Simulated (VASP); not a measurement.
# Cs8Sn7GeI24 (a cell with a defect) in VASP: single point with r2SCAN

Aim: the single point of Cs8Sn7GeI24 (a cell with a defect) with r2SCAN.

All numbers are computed with VASP 6.6.1; they aren't measurements. Logs are shortened: lines on timing, memory, paths and dates and some standing lists are left out, and cuts for length are marked.

### Step 1. The cell of the first run

The cell holds a defect, 40 atoms: a = 12.314 Å, b = 12.314 Å, c = 12.314 Å, α = 90.00°, β = 90.00°, γ = 90.00°.

### Step 2. Single point, r2SCAN

POSCAR reads:

```
Cs8Sn7GeI24
1.0
   12.3144620000      0.0000000000      0.0000000000
    0.0000000000     12.3144620000      0.0000000000
    0.0000000000      0.0000000000     12.3144620000
Cs Ge Sn I
8 1 7 24
Direct
    0.9614890000      0.0161940000      0.9811160000
    0.9824470000      0.9636190000      0.4754460000
    0.9805450000      0.5180830000      0.9903820000
    0.0064620000      0.5121120000      0.5118320000
    0.5294810000      0.9740970000      0.9714950000
    0.5257530000      0.9607890000      0.5019520000
    0.5285120000      0.5240410000      0.9641280000
    0.2917420000      0.2211750000      0.2312790000
    0.3867410000      0.3800280000      0.5188050000
    0.2464960000      0.2696100000      0.7789500000
    0.2449260000      0.7462810000      0.2529990000
    0.2532370000      0.7676630000      0.7548460000
    0.7689500000      0.2543210000      0.2567080000
    0.7504580000      0.2562620000      0.7442310000
    0.7475650000      0.7444130000      0.2427360000
    0.7547230000      0.7528830000      0.7399810000
    0.2641840000      0.3745960000      0.9939400000
    0.2205250000      0.2292420000      0.5195070000
    0.2558980000      0.7109340000      0.9979490000
    0.2503010000      0.8059640000      0.4993130000
    0.7076550000      0.2379410000      0.9887050000
    0.8457740000      0.2492320000      0.4906290000
    0.7597190000      0.7597660000      0.9911990000
    0.7541830000      0.7408860000      0.4919670000
    0.9945020000      0.2702420000      0.1827260000
    0.9950920000      0.2648910000      0.7910730000
    0.9979570000      0.6899730000      0.2582760000
    0.0042070000      0.7613680000      0.7447200000
    0.5322850000      0.2517760000      0.3929190000
    0.4933040000      0.2625190000      0.7314110000
    0.4976900000      0.7905560000      0.2336150000
    0.5044060000      0.7590420000      0.7480220000
    0.1618480000      0.9664950000      0.2112000000
    0.2526900000      0.0117840000      0.8175880000
    0.2961520000      0.4988150000      0.3465920000
    0.2543440000      0.5113580000      0.6967240000
    0.7667810000      0.0010880000      0.2471480000
    0.7527450000      0.0047940000      0.7297570000
    0.7209230000      0.5005930000      0.2204410000
    0.7610650000      0.5050220000      0.7474290000
```

INCAR.step1 reads:

```
SYSTEM = Cs8Sn7GeI24
ALGO = Normal ; EDIFF = 1E-5
ENCUT = 450 ; GGA = PE
GGA_COMPAT = .FALSE. ; ISMEAR = -1
ISYM = 0 ; LASPH = .TRUE.
LCHARG = .FALSE. ; LREAL = Auto
LWAVE = .TRUE. ; NBANDS = 202
NCORE = 4 ; NELM = 120
PREC = Accurate ; SIGMA = 0.05
```

INCAR.step2 reads:

```
SYSTEM = Cs8Sn7GeI24
ALGO = Normal ; EDIFF = 1E-6
ENCUT = 450 ; GGA_COMPAT = .FALSE.
ISIF = 2 ; ISMEAR = -1
ISTART = 1 ; ISYM = 0
LASPH = .TRUE. ; LCHARG = .FALSE.
LMIXTAU = .TRUE. ; LREAL = Auto
LWAVE = .FALSE. ; METAGGA = R2SCAN
NBANDS = 202 ; NCORE = 4
NELM = 120 ; PREC = Accurate
SIGMA = 0.05
```

KPOINTS reads:

```
Automatic mesh
0
Gamma
  1 1 1
  0.25 0.25 0.25
```

Potentials or basis: VASP PAW PBE potentials, release 64 (Cs_sv, Ge_d, Sn_d, I).

The run is started by

```sh
$ cat potpaw_PBE.64/Cs_sv/POTCAR potpaw_PBE.64/Ge_d/POTCAR potpaw_PBE.64/Sn_d/POTCAR potpaw_PBE.64/I/POTCAR > POTCAR
$ cp INCAR.step1 INCAR
$ mpirun -np 4 vasp_std > vasp.out
$ cp INCAR.step2 INCAR
$ mpirun -np 4 vasp_std > vasp.out
```

OUTCAR:

```text
SYSTEM = Cs8Sn7GeI24
   EDIFF = 1E-6
   ENCUT = 450
   ISIF = 2
   ISMEAR = -1
   ISTART = 1
   ISYM = 0
   LASPH = .TRUE.
   LREAL = Auto
   METAGGA = R2SCAN
   NELM = 120
   PREC = Accurate

 ion  position               nearest neighbor table
   1  0.961  0.016  0.981-
   2  0.982  0.964  0.475-
   3  0.981  0.518  0.990-
   4  0.006  0.512  0.512-
   5  0.529  0.974  0.971-
   6  0.526  0.961  0.502-
   7  0.529  0.524  0.964-
   8  0.292  0.221  0.231-
   9  0.387  0.380  0.519-  18 2.76  35 2.81  29 2.85  36 3.17
  10  0.246  0.270  0.779-  17 2.95  30 3.10  26 3.10  36 3.15  34 3.21  18 3.25
  11  0.245  0.746  0.253-  33 2.94  27 3.12  20 3.12  31 3.17  19 3.17  35 3.32
  12  0.253  0.768  0.755-  28 3.07  19 3.07  32 3.10  34 3.10  20 3.18  36 3.24
  13  0.769  0.254  0.257-  25 2.93  22 3.03  37 3.12  39 3.12  29 3.36  21 3.39
  14  0.750  0.256  0.744-  21 3.06  40 3.07  26 3.07  38 3.10  30 3.17  22 3.34
  15  0.748  0.744  0.243-  39 3.03  24 3.07  23 3.11  31 3.13  27 3.16  37 3.17
  16  0.755  0.753  0.740-  40 3.05  24 3.06  28 3.07  32 3.09  23 3.10  38 3.10
  17  0.264  0.375  0.994-  10 2.95
  18  0.221  0.229  0.520-   9 2.76  10 3.25
  19  0.256  0.711  0.998-  12 3.07  11 3.17
  20  0.250  0.806  0.499-  11 3.12  12 3.18
  21  0.708  0.238  0.989-  14 3.06  13 3.39
  22  0.846  0.249  0.491-  13 3.03  14 3.34
  23  0.760  0.760  0.991-  16 3.10  15 3.11
  24  0.754  0.741  0.492-  16 3.06  15 3.07
  25  0.995  0.270  0.183-  13 2.93
  26  0.995  0.265  0.791-  14 3.07  10 3.10
  27  0.998  0.690  0.258-  11 3.12  15 3.16
  28  0.004  0.761  0.745-  12 3.07  16 3.07
  29  0.532  0.252  0.393-   9 2.85  13 3.36
  30  0.493  0.263  0.731-  10 3.10  14 3.17
  31  0.498  0.791  0.234-  15 3.13  11 3.17
  32  0.504  0.759  0.748-  16 3.09  12 3.10
  33  0.162  0.966  0.211-  11 2.94
  34  0.253  0.012  0.818-  12 3.10  10 3.21
  35  0.296  0.499  0.347-   9 2.81  11 3.32
  36  0.254  0.511  0.697-  10 3.15   9 3.17  12 3.24
  37  0.767  0.001  0.247-  13 3.12  15 3.17
  38  0.753  0.005  0.730-  14 3.10  16 3.10
  39  0.721  0.501  0.220-  15 3.03  13 3.12
  40  0.761  0.505  0.747-  16 3.05  14 3.07

IMPORTANT INFORMATION: All symmetrisations will be switched off!
NOSYMM: (Re-)initialisation of all symmetry stuff for point group C_1.

----------------------------------------------------------------------------------------

                                     Primitive cell

  volume of cell :    1867.4386

  direct lattice vectors                    reciprocal lattice vectors
    12.314462000  0.000000000  0.000000000     0.081205334  0.000000000  0.000000000
     0.000000000 12.314462000  0.000000000     0.000000000  0.081205334  0.000000000
     0.000000000  0.000000000 12.314462000     0.000000000  0.000000000  0.081205334

  length of vectors
    12.314462000 12.314462000 12.314462000     0.081205334  0.081205334  0.081205334

  position of ions in fractional coordinates (direct lattice)
     0.961489000  0.016194000  0.981116000
     0.982447000  0.963619000  0.475446000
     0.980545000  0.518083000  0.990382000
     0.006462000  0.512112000  0.511832000
     0.529481000  0.974097000  0.971495000
     0.525753000  0.960789000  0.501952000
[... 32 lines left out ...]
     0.720923000  0.500593000  0.220441000
     0.761065000  0.505022000  0.747429000

  ion indices of the primitive-cell ions
   primitive index   ion index
                 1           1
                 2           2
                 3           3
                 4           4
                 5           5
                 6           6
[... 32 lines left out ...]
                39          39
                40          40

----------------------------------------------------------------------------------------

 KPOINTS: Automatic mesh

Automatic generation of k-mesh.
 Grid dimensions read from file:
 generate k-points for:    1    1    1

 Generating k-lattice:

  Cartesian coordinates                     Fractional coordinates (reciprocal lattice)
     0.081205334  0.000000000  0.000000000     1.000000000  0.000000000  0.000000000
     0.000000000  0.081205334  0.000000000     0.000000000  1.000000000  0.000000000
     0.000000000  0.000000000  0.081205334     0.000000000  0.000000000  1.000000000

  Length of vectors
     0.081205334  0.081205334  0.081205334

  Shift w.r.t. Gamma in fractional coordinates (k-lattice)
     0.250000000  0.250000000  0.250000000

 Subroutine IBZKPT returns following result:
 ===========================================

 Found      4 irreducible k-points:

 Following reciprocal coordinates:
            Coordinates               Weight
  0.250000  0.250000  0.250000      2.000000
 -0.250000  0.250000  0.250000      2.000000
 -0.250000 -0.250000  0.250000      2.000000
  0.250000 -0.250000  0.250000      2.000000
   k-points           NKPTS =      4   k-points in BZ     NKDIM =      4   number of bands    NBANDS=    202
   number of dos      NEDOS =    301   number of ions     NIONS =     40
   total plane-waves  NPLWV = 729000
   dimension x,y,z NGX =    90 NGY =   90 NGZ =   90
   dimension x,y,z NGXF=   180 NGYF=  180 NGZF=  180
   ions per type =               8   1   7  24
   NGX,Y,Z   is equivalent  to a cutoff of  12.15, 12.15, 12.15 a.u.
   NGXF,Y,Z  is equivalent  to a cutoff of  24.30, 24.30, 24.30 a.u.
 SYSTEM =  Cs8Sn7GeI24
   PREC   = accura    normal or accurate (medium, high low for compatibility)
   ISTART =      1    job   : 0-new  1-cont  2-samecut
   ICHARG =      0    charge: 1-file 2-atom 10-const
   ISPIN  =      1    spin polarized calculation?
   LNONCOLLINEAR =      F non collinear calculations
   LSORBIT =      F    spin-orbit coupling
   LASPH  =      T    aspherical Exc in radial PAW
   ENCUT  =  450.0 eV  33.07 Ry    5.75 a.u.  21.30 21.30 21.30*2*pi/ulx,y,z
   NELM   =    120;   NELMIN=  2; NELMDL=  0     # of ELM steps
   EDIFF  = 0.1E-05   stopping-criterion for ELM
   LREAL  =      T    real-space projection
   EDIFFG = 0.1E-04   stopping-criterion for IOM
   NSW    =      0    number of steps for IOM
   IBRION =     -1    ionic relax: 0-MD 1-quasi-New 2-CG
   NFREE  =      0    steps in history (QN), initial steepest desc. (CG)
   ISIF   =      2    stress and relaxation
   ISYM   =      0    0-nonsym 1-usesym 2-fastsym
   POTIM  = 0.5000    time-step for ionic-motion
   TEBEG  =    0.0;   TEEND  =   0.0 temperature during run
   PSTRESS=    0.0 pullay stress
   NELECT =     352.0000    total number of electrons
   NUPDOWN=      -1.0000    fix difference up-down
   EMIN   =  10.00;   EMAX   =-10.00  energy-range for DOS
   EFERMI =   0.00;   METHOD = LEGACY
   ISMEAR =    -1;   SIGMA  =   0.05  broadening in eV -4-tet -1-fermi 0-gaus
   EFERMI_NEDOS =   21; number of points for ismear=-14 and -15
   IALGO  =     38    algorithm
   IMIX   =      4    mixing-type and parameters
     AMIX     =   0.40;   BMIX     =  1.00
     AMIX_MAG =   1.60;   BMIX_MAG =  1.00
  volume/ion in A,a.u.               =      46.69       315.05
  Fermi-wavevector in a.u.,A,eV,Ry     =   0.938657  1.773805 11.987781  0.881077
  Thomas-Fermi vector in A             =   2.065891
   LORBIT       =      0    0 simple, 1 ext, 2 COOP (PROOUT), +10 PAW based schemes
   METAGGA = R2SCAN    functional components
   LHFCALC =     F    Hartree Fock is set to
   AEXX    =    0.0000 exact exchange contribution
   IVDW    =     0    specifies the selected vdW correction
   LEPSILON=     F    determine dielectric tensor
   LRPA    =     F    only Hartree local field effects (RPA)
 non-spin polarized calculation
  energy-cutoff  :      450.00
  volume of cell :     1867.44
 maximum number of plane-waves:     40441
 NGX is ok and might be reduce to    90
   NGX = 43   NGY = 43   NGZ = 43

 number of electron     351.9999996 magnetization

 Free energy of the ion-electron system (eV)
  ---------------------------------------------------
  ext. energy  EPLUGINS =         0.00000000
  ---------------------------------------------------
  free energy    TOTEN  =     -1017.01111668 eV

  energy without entropy =    -1017.01111668  energy(sigma->0) =    -1017.01111668

 E-fermi :   2.8111     XC(G=0):  -7.9534

 val. band max:        1.6691747536   @ k =  -0.2500   0.2500   0.2500
 cond. band min:       3.9766492672   @ k =   0.2500  -0.2500   0.2500
 fundamental gap:      2.3074745135
 Fermi energy:         2.8111322359

 k-point     1 :       0.2500    0.2500    0.2500
  band No.  band energies     occupation
      1     -23.5053      2.00000
      2     -23.4981      2.00000
      3     -23.4891      2.00000
      4     -23.4840      2.00000
      5     -23.4783      2.00000
      6     -20.1647      2.00000
[... 180 lines left out ...]
    187       4.7920      0.00000
    188       4.8876      0.00000

 k-point     2 :      -0.2500    0.2500    0.2500
  band No.  band energies     occupation
      1     -23.5053      2.00000
      2     -23.4981      2.00000
      3     -23.4891      2.00000
      4     -23.4840      2.00000
      5     -23.4783      2.00000
      6     -20.1647      2.00000
[... 180 lines left out ...]
    187       4.7990      0.00000
    188       4.8417      0.00000

 k-point     3 :      -0.2500   -0.2500    0.2500
  band No.  band energies     occupation
      1     -23.5053      2.00000
      2     -23.4981      2.00000
      3     -23.4891      2.00000
      4     -23.4840      2.00000
      5     -23.4783      2.00000
      6     -20.1647      2.00000
[... 180 lines left out ...]
    187       4.8258      0.00000
    188       4.8586      0.00000

 k-point     4 :       0.2500   -0.2500    0.2500
  band No.  band energies     occupation
      1     -23.5053      2.00000
      2     -23.4981      2.00000
      3     -23.4891      2.00000
      4     -23.4840      2.00000
      5     -23.4783      2.00000
      6     -20.1647      2.00000
[... 180 lines left out ...]
    187       4.7811      0.00000
    188       4.8635      0.00000
 [bands above 188 left out]

------------------------ aborting loop because EDIFF is reached ----------------------------------------

  FORCE on cell =-STRESS in cart. coord.  units (eV):
  Direction    XX          YY          ZZ          XY          YZ          ZX
  --------------------------------------------------------------------------------------
  -------------------------------------------------------------------------------------
  Total        9.6474089     10.4545820     10.1075581      1.4444970     -1.4873527      1.1152704
  in kB        8.2770378      8.9695556      8.6718249      1.2393127     -1.2760809      0.9568513
  external PRESSURE =       8.6394728 kB  Pullay stress =       0.0000000 kB

 VOLUME and BASIS-vectors are now :
 -----------------------------------------------------------------------------
  energy-cutoff  :      450.00
  volume of cell :     1867.44
      direct lattice vectors                 reciprocal lattice vectors
    12.314462000  0.000000000  0.000000000     0.081205334  0.000000000  0.000000000
     0.000000000 12.314462000  0.000000000     0.000000000  0.081205334  0.000000000
     0.000000000  0.000000000 12.314462000     0.000000000  0.000000000  0.081205334

 POSITION                                       TOTAL-FORCE (eV/Angst)
 -----------------------------------------------------------------------------------
     11.84022      0.19942     12.08192         0.006739     -0.038034     -0.009655
     12.09831     11.86645      5.85486         0.023030      0.042400      0.051915
     12.07488      6.37991     12.19602         0.001785      0.025196     -0.022276
      0.07958      6.30638      6.30294        -0.023151     -0.001076      0.004567
      6.52027     11.99548     11.96344        -0.043940      0.066212      0.053048
      6.47437     11.83160      6.18127        -0.020484      0.050327      0.016111
[... 32 lines left out ...]
      8.87778      6.16453      2.71461        -0.041478     -0.013371      0.044800
      9.37211      6.21907      9.20419        -0.021275      0.005242     -0.034443
 -----------------------------------------------------------------------------------
    total drift:                               -0.001679     -0.024558      0.000983

  FREE ENERGIE OF THE ION-ELECTRON SYSTEM (eV)
  ---------------------------------------------------
  free  energy   TOTEN  =     -1017.0111166822 eV

  energy  without entropy=    -1017.0111166818  energy(sigma->0) =    -1017.01111668
```

Wall time 32 min (4 MPI ranks of Intel Xeon Platinum 8259CL at 2.50GHz (Skylake/Cascade Lake), shared host); peak memory 0.66 GiB.

Results:

```yaml
Free_energy: -1017.0111 eV
Pressure: 0.9 GPa
Largest_force: 0.154 eV/Å
Band_gap_on_the_k_mesh: 2.31 eV
```

Forces on the atoms (eV/Å):
```
Cs   0.007 -0.038 -0.010
Cs   0.023  0.042  0.052
Cs   0.002  0.025 -0.022
Cs  -0.023 -0.001  0.005
Cs  -0.044  0.066  0.053
Cs  -0.020  0.050  0.016
Cs  -0.006  0.002  0.027
Cs   0.050 -0.063 -0.072
Ge   0.078  0.065 -0.116
Sn  -0.001  0.034  0.063
Sn  -0.015  0.010 -0.017
Sn  -0.014 -0.005  0.022
Sn   0.022 -0.019  0.002
Sn  -0.020 -0.007  0.018
Sn  -0.001 -0.022  0.015
Sn   0.013 -0.003 -0.009
I    0.011 -0.013  0.012
I   -0.080 -0.106 -0.049
I   -0.016  0.001 -0.021
I    0.016  0.033  0.006
I   -0.047  0.027 -0.006
I    0.025  0.019 -0.033
I    0.025  0.008  0.016
I   -0.032 -0.053 -0.003
I    0.045  0.031  0.038
I    0.018 -0.014  0.000
I    0.006 -0.022 -0.025
I    0.018 -0.004  0.005
I    0.000  0.002  0.006
I    0.048 -0.080  0.072
I   -0.016  0.009 -0.009
I   -0.011 -0.035 -0.042
I    0.026  0.009 -0.027
I   -0.027  0.003  0.011
I    0.037 -0.028 -0.023
I   -0.025  0.056  0.070
I   -0.009  0.022 -0.005
I    0.000  0.006 -0.032
I   -0.041 -0.013  0.045
I   -0.021  0.005 -0.034
```

Caveat: the PAW data sets were made with another functional, which shifts forces and pressure a little; spin-orbit coupling is left out, which moves the levels of the heavy elements.
